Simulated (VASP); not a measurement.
# C (Fd-3m) in VASP: further runs

C is run at these levels: PBE; tasks: single point.

Everything below comes from runs of VASP 6.6.1. Logs are shortened: lines on timing, memory, paths and dates and some standing lists are left out, and cuts for length are marked.

### 1 The cell of the first run

Symmetry: Fd-3m, No. 227, cubic system. The conventional cell has a = 3.572 Å, b = 3.572 Å, c = 3.572 Å, α = 90.00°, β = 90.00°, γ = 90.00°. Within 2.1 Å of C (site symmetry -43m) lie 4 C at 1.55 Å.

### 2 Single point, PBE

INCAR reads:

```
SYSTEM = C
PREC     = Accurate       ! precision mode
ENCUT    = 520            ! plane-wave cutoff, eV
EDIFF    = 1E-6           ! SCF threshold, eV
ISMEAR   = -1             ! smearing method
SIGMA    = 0.05           ! smearing width, eV
LREAL    = .False.        ! projectors in reciprocal space
LASPH    = .True.         ! aspherical terms in the spheres
NELM     = 100            ! most SCF steps
ALGO     = Normal         ! electronic algorithm
ISIF     = 2              ! what is computed and relaxed
LWAVE    = .False.        ! write WAVECAR
LCHARG   = .True.         ! write CHGCAR
GGA      = PE             ! functional
LELF     = .True.         ! ELF
LVHAR    = .True.       
NBANDS   = 11             ! bands
```

KPOINTS reads:

```
regular mesh
0
Gamma
  8 8 8
  0 0 0
```

POSCAR reads:

```
C
1.0
    0.0000000000      1.7858176506      1.7858176506
    1.7858176506      0.0000000000      1.7858176506
    1.7858176506      1.7858176506      0.0000000000
C
2
Direct
    0.5000000000      0.5000000000      0.5000000000
    0.7500000000      0.7500000000      0.7500000000
```

Potentials or basis: VASP PAW PBE potentials, release 64 (C).

The run is started by

```bash
$ cat potpaw_PBE.64/C/POTCAR > POTCAR
$ mpirun -np 1 vasp_std > vasp.out
```

OUTCAR:

```text
SYSTEM = C
   PREC = Accurate
   ENCUT = 520
   EDIFF = 1E-6
   ISMEAR = -1
   LREAL = .False.
   LASPH = .True.
   NELM = 100
   ISIF = 2
   GGA = PE

 ion  position               nearest neighbor table
   1  0.500  0.500  0.500-   2 1.55   2 1.55   2 1.55   2 1.55
   2  0.750  0.750  0.750-   1 1.55   1 1.55   1 1.55   1 1.55

  LATTYP: Found a face centered cubic cell.
 ALAT       =     3.5716353012

  Lattice vectors:

 A1 = (   0.0000000000,   1.7858176506,   1.7858176506)
 A2 = (   1.7858176506,   0.0000000000,   1.7858176506)
 A3 = (   1.7858176506,   1.7858176506,   0.0000000000)

Analysis of symmetry for initial positions (statically):
=====================================================================
 Subroutine PRICEL returns:
 Original cell was already a primitive cell.

 Routine SETGRP: Setting up the symmetry group for a
 face centered cubic supercell.

 Subroutine GETGRP returns: Found 48 space group operations
 (whereof 24 operations were pure point group operations)
 out of a pool of 48 trial point group operations.

The static configuration has the point symmetry T_d .
 The point group associated with its full space group is O_h .

Analysis of symmetry for dynamics (positions and initial velocities):
=====================================================================
 Subroutine PRICEL returns:
 Original cell was already a primitive cell.

 Routine SETGRP: Setting up the symmetry group for a
 face centered cubic supercell.

 Subroutine GETGRP returns: Found 48 space group operations
 (whereof 24 operations were pure point group operations)
 out of a pool of 48 trial point group operations.

The dynamic configuration has the point symmetry T_d .
 The point group associated with its full space group is O_h .

 Subroutine INISYM returns: Found 48 space group operations
 (whereof 24 operations are pure point group operations),
 and found     1 'primitive' translations

----------------------------------------------------------------------------------------

                                     Primitive cell

  volume of cell :      11.3905

  direct lattice vectors                    reciprocal lattice vectors
     0.000000000  1.785817651  1.785817651    -0.279983793  0.279983793  0.279983793
     1.785817651  0.000000000  1.785817651     0.279983793 -0.279983793  0.279983793
     1.785817651  1.785817651  0.000000000     0.279983793  0.279983793 -0.279983793

  length of vectors
     2.525527541  2.525527541  2.525527541     0.484946155  0.484946155  0.484946155

  position of ions in fractional coordinates (direct lattice)
     0.500000000  0.500000000  0.500000000
     0.750000000  0.750000000  0.750000000

  ion indices of the primitive-cell ions
   primitive index   ion index
                 1           1
                 2           2

----------------------------------------------------------------------------------------

 KPOINTS: regular mesh

Automatic generation of k-mesh.
 Grid dimensions read from file:
 generate k-points for:    8    8    8

 Generating k-lattice:

  Cartesian coordinates                     Fractional coordinates (reciprocal lattice)
    -0.034997974  0.034997974  0.034997974     0.125000000  0.000000000  0.000000000
     0.034997974 -0.034997974  0.034997974     0.000000000  0.125000000  0.000000000
     0.034997974  0.034997974 -0.034997974     0.000000000  0.000000000  0.125000000

  Length of vectors
     0.060618269  0.060618269  0.060618269

  Shift w.r.t. Gamma in fractional coordinates (k-lattice)
     0.000000000  0.000000000  0.000000000

 Subroutine IBZKPT returns following result:
 ===========================================

 Found     29 irreducible k-points:

 Following reciprocal coordinates:
            Coordinates               Weight
  0.000000  0.000000  0.000000      1.000000
  0.125000  0.000000  0.000000      8.000000
  0.250000  0.000000  0.000000      8.000000
  0.375000  0.000000  0.000000      8.000000
  0.500000  0.000000  0.000000      4.000000
  0.125000  0.125000  0.000000      6.000000
[... 16 lines left out ...]
  0.500000  0.250000  0.125000     48.000000
 -0.375000  0.250000  0.125000     24.000000
 [... further k-points ...]
   k-points           NKPTS =     29   k-points in BZ     NKDIM =     29   number of bands    NBANDS=     11
   number of dos      NEDOS =    301   number of ions     NIONS =      2
   total plane-waves  NPLWV =   8000
   dimension x,y,z NGX =    20 NGY =   20 NGZ =   20
   dimension x,y,z NGXF=    40 NGYF=   40 NGZF=   40
   ions per type =               2
   NGX,Y,Z   is equivalent  to a cutoff of  13.17, 13.17, 13.17 a.u.
   NGXF,Y,Z  is equivalent  to a cutoff of  26.33, 26.33, 26.33 a.u.
 SYSTEM =  C
   PREC   = accura    normal or accurate (medium, high low for compatibility)
   ISTART =      0    job   : 0-new  1-cont  2-samecut
   ICHARG =      2    charge: 1-file 2-atom 10-const
   ISPIN  =      1    spin polarized calculation?
   LNONCOLLINEAR =      F non collinear calculations
   LSORBIT =      F    spin-orbit coupling
   LASPH  =      T    aspherical Exc in radial PAW
   ENCUT  =  520.0 eV  38.22 Ry    6.18 a.u.   4.70  4.70  4.70*2*pi/ulx,y,z
   NELM   =    100;   NELMIN=  2; NELMDL= -5     # of ELM steps
   EDIFF  = 0.1E-05   stopping-criterion for ELM
   LREAL  =      F    real-space projection
   EDIFFG = 0.1E-04   stopping-criterion for IOM
   NSW    =      0    number of steps for IOM
   IBRION =     -1    ionic relax: 0-MD 1-quasi-New 2-CG
   NFREE  =      0    steps in history (QN), initial steepest desc. (CG)
   ISIF   =      2    stress and relaxation
   ISYM   =      2    0-nonsym 1-usesym 2-fastsym
   POTIM  = 0.5000    time-step for ionic-motion
   TEBEG  =    0.0;   TEEND  =   0.0 temperature during run
   PSTRESS=    0.0 pullay stress
   NELECT =       8.0000    total number of electrons
   NUPDOWN=      -1.0000    fix difference up-down
   EMIN   =  10.00;   EMAX   =-10.00  energy-range for DOS
   EFERMI =   0.00;   METHOD = LEGACY
   ISMEAR =    -1;   SIGMA  =   0.05  broadening in eV -4-tet -1-fermi 0-gaus
   EFERMI_NEDOS =   21; number of points for ismear=-14 and -15
   IALGO  =     38    algorithm
   IMIX   =      4    mixing-type and parameters
     AMIX     =   0.40;   BMIX     =  1.00
     AMIX_MAG =   1.60;   BMIX_MAG =  1.00
  volume/ion in A,a.u.               =       5.70        38.43
  Fermi-wavevector in a.u.,A,eV,Ry     =   1.455206  2.749940 28.812018  2.117624
  Thomas-Fermi vector in A             =   2.572267
   LORBIT       =      0    0 simple, 1 ext, 2 COOP (PROOUT), +10 PAW based schemes
   GGA     = PE    functional components
   LHFCALC =     F    Hartree Fock is set to
   AEXX    =    0.0000 exact exchange contribution
   IVDW    =     0    specifies the selected vdW correction
   LEPSILON=     F    determine dielectric tensor
   LRPA    =     F    only Hartree local field effects (RPA)
 non-spin polarized calculation
  energy-cutoff  :      520.00
  volume of cell :       11.39
 maximum number of plane-waves:       331
   NGX =  9   NGY =  9   NGZ =  9

 number of electron       7.9999999 magnetization

 Free energy of the ion-electron system (eV)
  ---------------------------------------------------
  ext. energy  EPLUGINS =         0.00000000
  ---------------------------------------------------
  free energy    TOTEN  =       -18.18498794 eV

  energy without entropy =      -18.18498794  energy(sigma->0) =      -18.18498794

 E-fermi :  10.6922     XC(G=0): -13.2301

 val. band max:        9.6708679381   @ k =   0.0000   0.0000   0.0000
 cond. band min:      13.7941691014   @ k =   0.3750   0.3750   0.0000
 fundamental gap:      4.1233011633
 Fermi energy:        10.6921592084

 k-point     1 :       0.0000    0.0000    0.0000
  band No.  band energies     occupation
      1     -11.7512      2.00000
      2       9.6709      2.00000
      3       9.6709      2.00000
      4       9.6709      2.00000
      5      15.2495      0.00000
      6      15.2495      0.00000
      7      15.2495      0.00000
      8      22.9087      0.00000
      9      28.9121      0.00000
     10      36.1600      0.00000
     11      36.1600      0.00000

 k-point     2 :       0.1250    0.0000    0.0000
  band No.  band energies     occupation
      1     -11.3201      2.00000
      2       7.2636      2.00000
      3       9.0215      2.00000
      4       9.0215      2.00000
      5      16.1043      0.00000
      6      16.1043      0.00000
      7      16.5255      0.00000
      8      23.2838      0.00000
      9      29.5622      0.00000
     10      33.1151      0.00000
     11      33.1151      0.00000

 k-point     3 :       0.2500    0.0000    0.0000
  band No.  band energies     occupation
      1     -10.0406      2.00000
      2       3.0993      2.00000
      3       7.9324      2.00000
      4       7.9324      2.00000
      5      17.4407      0.00000
      6      17.4407      0.00000
      7      17.7782      0.00000
      8      24.2408      0.00000
      9      30.3295      0.00000
     10      32.0340      0.00000
     11      32.0340      0.00000
[... 267 lines left out ...]
 k-point    23 :       0.5000    0.2500    0.1250
  band No.  band energies     occupation
      1      -6.8994      2.00000
      2      -0.1470      2.00000
      3       3.4130      2.00000
      4       5.6058      2.00000
      5      17.6191      0.00000
      6      19.2797      0.00000
      7      22.0141      0.00000
      8      22.9760      0.00000
      9      29.8084      0.00000
     10      31.9239      0.00000
     11      35.7598      0.00000

 k-point    24 :      -0.3750    0.2500    0.1250
  band No.  band energies     occupation
      1      -4.9900      2.00000
      2      -2.6516      2.00000
      3       3.3769      2.00000
      4       5.0027      2.00000
      5      17.9567      0.00000
      6      19.0842      0.00000
      7      22.6690      0.00000
      8      24.4888      0.00000
      9      27.9607      0.00000
     10      33.5127      0.00000
     11      35.9495      0.00000

 [... further k-points ...]

------------------------ aborting loop because EDIFF is reached ----------------------------------------

  FORCE on cell =-STRESS in cart. coord.  units (eV):
  Direction    XX          YY          ZZ          XY          YZ          ZX
  --------------------------------------------------------------------------------------
  -------------------------------------------------------------------------------------
  Total        0.0459326      0.0459326      0.0459326      0.0000000      0.0000000      0.0000000
  in kB        6.4608566      6.4608566      6.4608566      0.0000000      0.0000000      0.0000000
  external PRESSURE =       6.4608566 kB  Pullay stress =       0.0000000 kB

 VOLUME and BASIS-vectors are now :
 -----------------------------------------------------------------------------
  energy-cutoff  :      520.00
  volume of cell :       11.39
      direct lattice vectors                 reciprocal lattice vectors
     0.000000000  1.785817651  1.785817651    -0.279983793  0.279983793  0.279983793
     1.785817651  0.000000000  1.785817651     0.279983793 -0.279983793  0.279983793
     1.785817651  1.785817651  0.000000000     0.279983793  0.279983793 -0.279983793

 POSITION                                       TOTAL-FORCE (eV/Angst)
 -----------------------------------------------------------------------------------
      1.78582      1.78582      1.78582         0.000000      0.000000     -0.000000
      2.67873      2.67873      2.67873        -0.000000     -0.000000      0.000000
 -----------------------------------------------------------------------------------
    total drift:                                0.000000     -0.000000      0.000000

  FREE ENERGIE OF THE ION-ELECTRON SYSTEM (eV)
  ---------------------------------------------------
  free  energy   TOTEN  =       -18.1849879396 eV

  energy  without entropy=      -18.1849879396  energy(sigma->0) =      -18.18498794
```

Run time: 6.7 s. Hardware: 1 thread of Intel Xeon Platinum 8259CL at 2.50GHz (Skylake/Cascade Lake), shared host; peak memory 0.11 GiB.

What came out:

| Item | Value |
| --- | --- |
| Free energy | -18.1850 eV |
| Pressure | 0.6 GPa |
| Band gap on the k mesh | 4.12 eV, indirect (least direct gap 5.58 eV) |

A k mesh can miss the band edges.

### 3 Single point, PBE (volume scaled by 0.88)

INCAR reads:

```
ALGO = Normal
EDIFF = 1E-6
ENCUT = 520
GGA = PE
ISIF = 2
ISMEAR = -1
LASPH = True
LCHARG = False
LREAL = False
LWAVE = False
NBANDS = 11
NELM = 100
PREC = Accurate
SIGMA = 0.05
```

KPOINTS reads:

```
k-points
0
Gamma
  13 13 13
```

POSCAR reads:

```
C
1.0
    0.0000000000      1.7113204305      1.7113204305
    1.7113204305      0.0000000000      1.7113204305
    1.7113204305      1.7113204305      0.0000000000
C
2
Direct
    0.5000000000      0.5000000000      0.5000000000
    0.7500000000      0.7500000000      0.7500000000
```

Potentials or basis: VASP PAW PBE potentials, release 64 (C).

The run is started by

```bash
$ cat potpaw_PBE.64/C/POTCAR > POTCAR
$ mpirun -np 1 vasp_std > vasp.out
```

OUTCAR:

```text
EDIFF = 1E-6
   ENCUT = 520
   GGA = PE
   ISIF = 2
   ISMEAR = -1
   LASPH = True
   LREAL = False
   NELM = 100
   PREC = Accurate

 ion  position               nearest neighbor table
   1  0.500  0.500  0.500-   2 1.48   2 1.48   2 1.48   2 1.48
   2  0.750  0.750  0.750-   1 1.48   1 1.48   1 1.48   1 1.48

  LATTYP: Found a face centered cubic cell.
 ALAT       =     3.4226408610

  Lattice vectors:

 A1 = (   0.0000000000,   1.7113204305,   1.7113204305)
[... 513 lines left out ...]
      4       7.2077      2.00000
      5      19.1454      0.00000
      6      23.0522      0.00000
      7      24.0922      0.00000
      8      26.7587      0.00000
      9      33.7869      0.00000
     10      37.3119      0.00000
     11      40.5421      0.00000

 [... further k-points ...]
[... 5 lines left out ...]
  --------------------------------------------------------------------------------------
  -------------------------------------------------------------------------------------
  Total        4.4485287      4.4485287      4.4485287     -0.0000000      0.0000000      0.0000000
  in kB      711.0546391    711.0546391    711.0546391     -0.0000000      0.0000000      0.0000000
  external PRESSURE =     711.0546391 kB  Pullay stress =       0.0000000 kB

 VOLUME and BASIS-vectors are now :
 -----------------------------------------------------------------------------
  energy-cutoff  :      520.00
  volume of cell :       10.02
      direct lattice vectors                 reciprocal lattice vectors
     0.000000000  1.711320431  1.711320431    -0.292172051  0.292172051  0.292172051
     1.711320431  0.000000000  1.711320431     0.292172051 -0.292172051  0.292172051
     1.711320431  1.711320431  0.000000000     0.292172051  0.292172051 -0.292172051

 POSITION                                       TOTAL-FORCE (eV/Angst)
 -----------------------------------------------------------------------------------
      1.71132      1.71132      1.71132        -0.000000     -0.000000     -0.000000
      2.56698      2.56698      2.56698         0.000000      0.000000      0.000000
 -----------------------------------------------------------------------------------
    total drift:                                0.000000     -0.000000      0.000000

  FREE ENERGIE OF THE ION-ELECTRON SYSTEM (eV)
  ---------------------------------------------------
  free  energy   TOTEN  =       -17.9058809959 eV

  energy  without entropy=      -17.9058809958  energy(sigma->0) =      -17.90588100
```

It took 9.8 s on 1 thread of Intel Xeon Platinum 8259CL at 2.50GHz (Skylake/Cascade Lake), shared host; peak memory 0.12 GiB.

What came out:

```
Free energy            : -17.9059 eV
Pressure               : 71.1 GPa
Band gap on the k mesh : 4.42 eV, indirect (least direct gap 5.93 eV)
```

Levels at points of the mesh, in eV from the valence-band top:
| k point | band 1 | band 2 | band 3 | band 4 | band 5 | band 6 | band 7 | band 8 | band 9 |
| --- | --- | --- | --- | --- | --- | --- | --- | --- | --- |
| (0.00, 0.00, 0.00) | -23.21 | 0.00 | 0.00 | 0.00 | 5.93 | 5.93 | 5.93 | 16.28 | 20.96 |

[end of part 1 of 2]
